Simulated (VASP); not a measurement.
# NdTl2P3 (P-4m2) in VASP: relaxation of shape and atoms at fixed volume with PBE

Aim: the relaxation of shape and atoms at fixed volume of NdTl2P3 with PBE.

Everything below comes from runs of VASP 6.6.1. Logs are shortened: lines on timing, memory, paths and dates and some standing lists are left out, and cuts for length are marked.

### Step 1. The cell of the first run

The structure is tetragonal, space group P-4m2 (No. 115). Conventional cell: a = 3.979 Å, b = 3.979 Å, c = 7.850 Å, α = 90.00°, β = 90.00°, γ = 90.00°. Nd (site symmetry -4m2) has 8 P at 2.81 to 2.96 Å and 4 Tl at 3.46 Å within 3.7 Å. Tl (site symmetry 2mm) has 7 P at 2.83 to 3.46 Å and 2 Nd at 3.46 Å and 4 Tl at 3.57 Å within 3.7 Å. Within 3.7 Å of P (site symmetry 2mm) lie 5 Tl at 2.83 to 2.88 Å and 2 Nd at 2.96 Å and 2 P at 2.96 Å. Within 3.7 Å of P (site symmetry -4m2) lie 4 Nd at 2.81 Å and 4 P at 2.96 Å and 4 Tl at 3.46 Å.

### Step 2. Relaxation of shape and atoms at fixed volume, PBE (20.72 Å³/atom)

INCAR reads:

```
SYSTEM = NdTl2P3
PREC = Accurate ; ENCUT = 500
EDIFF = 1E-7 ; ISMEAR = 0
SIGMA = 0.1 ; LREAL = .False.
LASPH = .True. ; NELM = 200
ALGO = Normal ; ISIF = 4
LWAVE = .False. ; LCHARG = .False.
GGA = PE ; IBRION = 2
NSW = 50 ; EDIFFG = -0.01
GGA_COMPAT = .False. ; NELMIN = 4
LMAXMIX = 6
```

KPOINTS reads:

```
Automatic mesh
0
Gamma
  8 8 4
  0 0 0
```

POSCAR reads:

```
NdTl2P3
1.0
    3.9789644325      0.0000000000      0.0000000000
    0.0000000000      3.9789644325      0.0000000000
    0.0000000000      0.0000000000      7.8504917742
Nd Tl P
1 2 3
Direct
    0.5000000000      0.5000000000      0.0000000000
    0.5000000000      0.0000000000      0.6400999267
    0.0000000000      0.5000000000      0.3599000733
    0.5000000000      0.0000000000      0.2792379658
    0.0000000000      0.5000000000      0.7207620342
    0.0000000000      0.0000000000      0.0000000000
```

Potentials or basis: VASP PAW PBE potentials, release 64 (Nd_3, Tl_d, P), 4f in core.

Launch:

```console
$ cat potpaw_PBE.64/Nd_3/POTCAR potpaw_PBE.64/Tl_d/POTCAR potpaw_PBE.64/P/POTCAR > POTCAR
$ mpirun -np 1 vasp_std > vasp.out
```

OUTCAR:

```text
SYSTEM = NdTl2P3
   PREC = Accurate
   ENCUT = 500
   EDIFF = 1E-7
   ISMEAR = 0
   LREAL = .False.
   LASPH = .True.
   NELM = 200
   ISIF = 4
   GGA = PE
   IBRION = 2
   NSW = 50
   EDIFFG = -0.01
   NELMIN = 4

 ion  position               nearest neighbor table
   1  0.500  0.500  0.000-   6 2.81   6 2.81   6 2.81   6 2.81   5 2.96   5 2.96   4 2.96   4 2.96
                             3 3.46   2 3.46   3 3.46   2 3.46
   2  0.500  0.000  0.640-   4 2.83   5 2.88   5 2.88   5 2.88   5 2.88   1 3.46   6 3.46   6 3.46
                             1 3.46   3 3.57   3 3.57   3 3.57   3 3.57
   3  0.000  0.500  0.360-   5 2.83   4 2.88   4 2.88   4 2.88   4 2.88   6 3.46   1 3.46   6 3.46
                             1 3.46   2 3.57   2 3.57   2 3.57   2 3.57
   4  0.500  0.000  0.279-   2 2.83   3 2.88   3 2.88   3 2.88   3 2.88   1 2.96   1 2.96
   5  0.000  0.500  0.721-   3 2.83   2 2.88   2 2.88   2 2.88   2 2.88   1 2.96   1 2.96
   6  0.000  0.000  0.000-   1 2.81   1 2.81   1 2.81   1 2.81   3 3.46   3 3.46   2 3.46   2 3.46

  LATTYP: Found a simple tetragonal cell.
 ALAT       =     3.9789644325
 C/A-ratio  =     1.9729987305

  Lattice vectors:

 A1 = (   3.9789644325,   0.0000000000,   0.0000000000)
 A2 = (   0.0000000000,   3.9789644325,   0.0000000000)
 A3 = (   0.0000000000,   0.0000000000,   7.8504917742)

Analysis of symmetry for initial positions (statically):
=====================================================================
 Subroutine PRICEL returns:
 Original cell was already a primitive cell.

 Routine SETGRP: Setting up the symmetry group for a
 simple tetragonal supercell.

 Subroutine GETGRP returns: Found  8 space group operations
 (whereof  8 operations were pure point group operations)
 out of a pool of 16 trial point group operations.

The static configuration has the point symmetry D_2d.

Analysis of symmetry for dynamics (positions and initial velocities):
=====================================================================
 Subroutine PRICEL returns:
 Original cell was already a primitive cell.

 Routine SETGRP: Setting up the symmetry group for a
 simple tetragonal supercell.

 Subroutine GETGRP returns: Found  8 space group operations
 (whereof  8 operations were pure point group operations)
 out of a pool of 16 trial point group operations.

The dynamic configuration has the point symmetry D_2d.

 Subroutine INISYM returns: Found  8 space group operations
 (whereof  8 operations are pure point group operations),
 and found     1 'primitive' translations

----------------------------------------------------------------------------------------

                                     Primitive cell

  volume of cell :     124.2902

  direct lattice vectors                    reciprocal lattice vectors
     3.978964433  0.000000000  0.000000000     0.251321674  0.000000000  0.000000000
     0.000000000  3.978964433  0.000000000     0.000000000  0.251321674  0.000000000
     0.000000000  0.000000000  7.850491774     0.000000000  0.000000000  0.127380555

  length of vectors
     3.978964433  3.978964433  7.850491774     0.251321674  0.251321674  0.127380555

  position of ions in fractional coordinates (direct lattice)
     0.500000000  0.500000000  0.000000000
     0.500000000  0.000000000  0.640099927
     0.000000000  0.500000000  0.359900073
     0.500000000  0.000000000  0.279237966
     0.000000000  0.500000000  0.720762034
     0.000000000  0.000000000  0.000000000

  ion indices of the primitive-cell ions
   primitive index   ion index
                 1           1
                 2           2
                 3           3
                 4           4
                 5           5
                 6           6

----------------------------------------------------------------------------------------

 KPOINTS: Automatic mesh

Automatic generation of k-mesh.
 Grid dimensions read from file:
 generate k-points for:    8    8    4

 Generating k-lattice:

  Cartesian coordinates                     Fractional coordinates (reciprocal lattice)
     0.031415209  0.000000000  0.000000000     0.125000000  0.000000000  0.000000000
     0.000000000  0.031415209  0.000000000     0.000000000  0.125000000  0.000000000
     0.000000000  0.000000000  0.031845139     0.000000000  0.000000000  0.250000000

  Length of vectors
     0.031415209  0.031415209  0.031845139

  Shift w.r.t. Gamma in fractional coordinates (k-lattice)
     0.000000000  0.000000000  0.000000000

 Subroutine IBZKPT returns following result:
 ===========================================

 Found     45 irreducible k-points:

 Following reciprocal coordinates:
            Coordinates               Weight
  0.000000  0.000000  0.000000      1.000000
  0.125000  0.000000  0.000000      4.000000
  0.250000  0.000000  0.000000      4.000000
  0.375000  0.000000  0.000000      4.000000
  0.500000  0.000000  0.000000      2.000000
  0.125000  0.125000  0.000000      4.000000
[... 16 lines left out ...]
  0.375000  0.125000  0.250000     16.000000
  0.500000  0.125000  0.250000      8.000000
 [... further k-points ...]
   k-points           NKPTS =     45   k-points in BZ     NKDIM =     45   number of bands    NBANDS=     31
   number of dos      NEDOS =    301   number of ions     NIONS =      6
   total plane-waves  NPLWV =  54000
   dimension x,y,z NGX =    30 NGY =   30 NGZ =   60
   dimension x,y,z NGXF=    60 NGYF=   60 NGZF=  120
   ions per type =               1   2   3
   NGX,Y,Z   is equivalent  to a cutoff of  12.53, 12.53, 12.71 a.u.
   NGXF,Y,Z  is equivalent  to a cutoff of  25.07, 25.07, 25.41 a.u.
 SYSTEM =  NdTl2P3
   PREC   = accura    normal or accurate (medium, high low for compatibility)
   ISTART =      0    job   : 0-new  1-cont  2-samecut
   ICHARG =      2    charge: 1-file 2-atom 10-const
   ISPIN  =      1    spin polarized calculation?
   LNONCOLLINEAR =      F non collinear calculations
   LSORBIT =      F    spin-orbit coupling
   LASPH  =      T    aspherical Exc in radial PAW
   ENCUT  =  500.0 eV  36.75 Ry    6.06 a.u.   7.25  7.25 14.31*2*pi/ulx,y,z
   NELM   =    200;   NELMIN=  4; NELMDL= -5     # of ELM steps
   EDIFF  = 0.1E-06   stopping-criterion for ELM
   LREAL  =      F    real-space projection
   EDIFFG = -.1E-01   stopping-criterion for IOM
   NSW    =     50    number of steps for IOM
   IBRION =      2    ionic relax: 0-MD 1-quasi-New 2-CG
   NFREE  =      1    steps in history (QN), initial steepest desc. (CG)
   ISIF   =      4    stress and relaxation
   ISYM   =      2    0-nonsym 1-usesym 2-fastsym
   POTIM  = 0.5000    time-step for ionic-motion
   TEBEG  =    0.0;   TEEND  =   0.0 temperature during run
   PSTRESS=    0.0 pullay stress
   NELECT =      52.0000    total number of electrons
   NUPDOWN=      -1.0000    fix difference up-down
   EMIN   =  10.00;   EMAX   =-10.00  energy-range for DOS
   EFERMI =   0.00;   METHOD = LEGACY
   ISMEAR =     0;   SIGMA  =   0.10  broadening in eV -4-tet -1-fermi 0-gaus
   EFERMI_NEDOS =   21; number of points for ismear=-14 and -15
   IALGO  =     38    algorithm
   IMIX   =      4    mixing-type and parameters
     AMIX     =   0.40;   BMIX     =  1.00
     AMIX_MAG =   1.60;   BMIX_MAG =  1.00
  volume/ion in A,a.u.               =      20.72       139.79
  Fermi-wavevector in a.u.,A,eV,Ry     =   1.224420  2.313818 20.397901  1.499203
  Thomas-Fermi vector in A             =   2.359495
   LORBIT       =      0    0 simple, 1 ext, 2 COOP (PROOUT), +10 PAW based schemes
   GGA     = PE    functional components
   LHFCALC =     F    Hartree Fock is set to
   AEXX    =    0.0000 exact exchange contribution
   IVDW    =     0    specifies the selected vdW correction
   LEPSILON=     F    determine dielectric tensor
   LRPA    =     F    only Hartree local field effects (RPA)
 conjugate gradient relaxation of ions
 non-spin polarized calculation
 Gauss-broadening in eV      SIGMA  =   0.10
  energy-cutoff  :      500.00
  volume of cell :      124.29
 maximum number of plane-waves:      3172
 NGX is ok and might be reduce to    30
   NGX = 15   NGY = 15   NGZ = 29

--------------------------------------- Ionic step        1  -------------------------------------------

 number of electron      52.0000005 magnetization

 Free energy of the ion-electron system (eV)
  ---------------------------------------------------
  ext. energy  EPLUGINS =         0.00000000
  ---------------------------------------------------
  free energy    TOTEN  =       -26.13173574 eV

  energy without entropy =      -26.11762020  energy(sigma->0) =      -26.12467797

------------------------ aborting loop because EDIFF is reached ----------------------------------------

  FORCE on cell =-STRESS in cart. coord.  units (eV):
  Direction    XX          YY          ZZ          XY          YZ          ZX
  --------------------------------------------------------------------------------------
  -------------------------------------------------------------------------------------
  Total        6.8747547      6.8747547      6.3398929      0.0000000      0.0000000     -0.0000000
  in kB       88.6198101     88.6198101     81.7251121      0.0000000      0.0000000     -0.0000000
  external PRESSURE =      86.3215774 kB  Pullay stress =       0.0000000 kB
[... 265 lines left out ...]
  energy  without entropy=      -26.1189724595  energy(sigma->0) =      -26.12663654

--------------------------------------- Ionic step        8  -------------------------------------------

 number of electron      52.0000003 magnetization

 Free energy of the ion-electron system (eV)
  ---------------------------------------------------
  ext. energy  EPLUGINS =         0.00000000
  ---------------------------------------------------
  free energy    TOTEN  =       -26.13437498 eV

  energy without entropy =      -26.11912909  energy(sigma->0) =      -26.12675203

 E-fermi :   7.2494     XC(G=0): -10.8791

 val. band max:        7.2440952448   @ k =   0.5000   0.3750   0.0000
 cond. band min:       7.2499536347   @ k =   0.5000   0.0000   0.5000
 fundamental gap:      0.0058583899
 Fermi energy:         7.2493885324

 k-point     1 :       0.0000    0.0000    0.0000
  band No.  band energies     occupation
      1     -29.9388      2.00000
      2     -11.4308      2.00000
      3     -11.1234      2.00000
      4     -11.1234      2.00000
      5      -5.2355      2.00000
      6      -4.9651      2.00000
[... 805 lines left out ...]
     30      10.3194      0.00000
     31      10.4523      0.00000

 [... further k-points ...]
[... 5 lines left out ...]
  --------------------------------------------------------------------------------------
  -------------------------------------------------------------------------------------
  Total        6.5567866      6.5567866      6.5702059      0.0000000      0.0000000      0.0000000
  in kB       84.5210060     84.5210060     84.6939889      0.0000000      0.0000000      0.0000000
  external PRESSURE =      84.5786670 kB  Pullay stress =       0.0000000 kB
[... 21 lines left out ...]
  FREE ENERGIE OF THE ION-ELECTRON SYSTEM (eV)
  ---------------------------------------------------
  free  energy   TOTEN  =       -26.1343749789 eV

  energy  without entropy=      -26.1191290878  energy(sigma->0) =      -26.12675203

 reached required accuracy - stopping structural energy minimisation
```

It took 11 min on 1 thread of Intel Xeon Platinum 8259CL at 2.50GHz (Skylake/Cascade Lake), shared host; peak memory 0.33 GiB.

Results:

| Property | Result |
| --- | --- |
| Free energy | -26.1344 eV |
| Energy gained by relaxing | 0.4 meV/atom |
| Ionic steps | 8 |
| Pressure after relaxing | 8.5 GPa |
| Largest force after relaxing | 0.007 eV/Å |
| Band gap on the k mesh | zero (bands 26 and 27 overlap by 1.77 eV) |

Forces in eV/Å, atoms in the order of the input:
```
Nd   0.000  0.000  0.000
Tl   0.000  0.000 -0.004
Tl   0.000  0.000  0.004
P    0.000  0.000  0.007
P    0.000  0.000 -0.007
P    0.000  0.000  0.000
```

Step by step:
```
step  energy change (eV)  largest force (eV/Å)  pressure (GPa)  volume (Å³)
   1              0.0000                0.0500            8.63       124.29
   2             -0.0014                0.0370            8.58       124.29
   3             -0.0019                0.0366            8.53       124.29
   4             -0.0020                0.0391            8.51       124.29
   5             -0.0022                0.0284            8.50       124.29
   6             -0.0026                0.0187            8.47       124.29
   7             -0.0026                0.0188            8.46       124.29
   8             -0.0026                0.0071            8.46       124.29
```

Final structure:
```cif
data_structure
_symmetry_space_group_name_H-M 'P 1'
_symmetry_Int_Tables_number 1
_cell_length_a 3.9913
_cell_length_b 3.9913
_cell_length_c 7.8020
_cell_angle_alpha 90.000
_cell_angle_beta 90.000
_cell_angle_gamma 90.000
_cell_volume 124.29
loop_
_atom_site_label
_atom_site_type_symbol
_atom_site_fract_x
_atom_site_fract_y
_atom_site_fract_z
_atom_site_occupancy
Nd1 Nd 0.50000 0.50000 0.00000 1
Tl1 Tl 0.50000 0.00000 0.64187 1
Tl2 Tl 0.00000 0.50000 0.35813 1
P1 P 0.50000 0.00000 0.28113 1
P2 P 0.00000 0.50000 0.71887 1
P3 P 0.00000 0.00000 0.00000 1
```

Caveat: spin-orbit coupling is left out, which moves the levels of the heavy elements; the 4f electrons are frozen in the core, so they carry no moment and show no levels. Spin polarisation is off, so any magnetic state and its effect on volume and gap are missing.
